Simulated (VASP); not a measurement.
Runs of VASP 6.6.1 on Zr4Cl. The structure is that of space group Pm-3m (No. 221), or close to it. The cells are those of the table. The cell was generated, and may not be a known phase.

```tsv
task	spin	cell	k mesh	cutoff (eV)	gap on the mesh (eV)	pressure (GPa)	relaxed volume (Å³/atom)
single point	off	a = 4.829 Å, 5 atoms	4 × 4 × 4	520	none	0.1	-
single point	off	a = 4.535 Å, 5 atoms	4 × 4 × 4	520	none	(a)	-
single point	collinear	a = 4.829 Å, 5 atoms	4 × 4 × 4	520	none	0.1	-
relaxation of cell and atoms	off	relaxed from a = 4.829 Å, 5 atoms	8 × 8 × 8	600	none	0.0	22.57
single point	off	a = 4.831 Å, 5 atoms	8 × 8 × 8	520	none	0.1	-
relaxation of cell and atoms	off	relaxed from a = 4.535 Å, 5 atoms	4 × 4 × 4	600	none	0.1	22.53
```

Alike in all rows: level PBE; potentials or basis VASP PAW PBE potentials, release 64 (Zr_sv, Cl); smearing gaussian 0.1 eV.

Task: Fill in the values left out.

Result: (a) 30.5.

Caveats: an odd number of electrons without spin polarisation forces a metal (at least some runs); a magnetic or distorted state may lie lower (at least some runs); the cell stands under pressure (at least some runs); the volume moved by over 15 % at a fixed basis, so the end points are rough (at least some runs).

A k mesh can miss the band edges, and the runs leave out spin-orbit coupling on Zr.

A gap of «none» marks levels without a gap at the run's occupations.
